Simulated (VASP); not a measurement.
# Ta2H: single point with PBEsol

The system is Ta2H.

```xyz
3
Lattice="1.6307 -2.3127 0.0000 1.6307 2.3127 0.0000 0.0000 0.0000 4.6525" Properties=species:S:1:pos:R:3 pbc="T T T"
Ta    0.8153    1.1564    1.2257
Ta    0.8153   -1.1564    3.4268
H     0.0000    0.0000    0.0000
```

```yaml
Program: VASP 6.6.1
Task: single point
Functional: PBEsol
Potentials_or_basis: VASP PAW PBE potentials, release 64 (Ta_pv, H)
Cutoff: 520 eV
k_mesh: 16 × 16 × 10
Occupations: gaussian, width 0.1 eV
Spin: no spin polarisation
Dipole_correction: no
Further_INCAR_settings: ALGO = Normal; EDIFF = 1e-07; NBANDS = 18
```

```yaml
Pressure: 20.4 GPa
Largest_force: 0.021 eV/Å
Band_gap_on_the_k_mesh: zero (an odd number of electrons rules out a gap without spin polarisation)
```

Forces in eV/Å, atoms in the order of the input:
```
Ta   0.000  0.000  0.021
Ta   0.000  0.000 -0.021
H    0.000  0.000  0.000
```

Levels at points of the mesh, in eV from the Fermi level:
```tsv
k point	band 7	band 8	band 9	band 10	band 11	band 12	band 13	band 14	band 15	band 16
(0.00, 0.00, 0.00)	-10.18	-4.89	-3.13	-0.53	0.35	0.35	0.71	3.55	3.70	3.84
(0.50, 0.00, 0.00)	-7.33	-3.45	-2.91	-1.94	-0.80	-0.79	3.04	3.24	4.81	4.82
(0.50, 0.50, 0.00)	-7.51	-4.88	-4.34	-2.48	0.12	3.55	4.19	6.70	6.83	6.88
(0.00, 0.00, 0.50)	-8.76	-6.04	-2.42	-1.19	-0.82	0.29	2.69	3.14	3.31	3.33
(0.50, 0.00, 0.50)	-8.10	-4.83	-2.12	-2.02	-0.14	1.40	3.53	3.63	4.79	4.80
(0.50, 0.50, 0.50)	-6.84	-3.43	-3.36	-2.34	0.48	0.49	0.83	1.70	6.76	7.25
```

Wall time 2.4 min on 1 thread of Intel(R) Xeon(R) 6975P-C (Granite Rapids), on a shared host, peak memory 0.35 GiB.

Caveat: the cell stands under pressure; the PAW data sets were made with another functional, which shifts forces and pressure a little; spin-orbit coupling is left out, which moves the levels of the heavy elements.
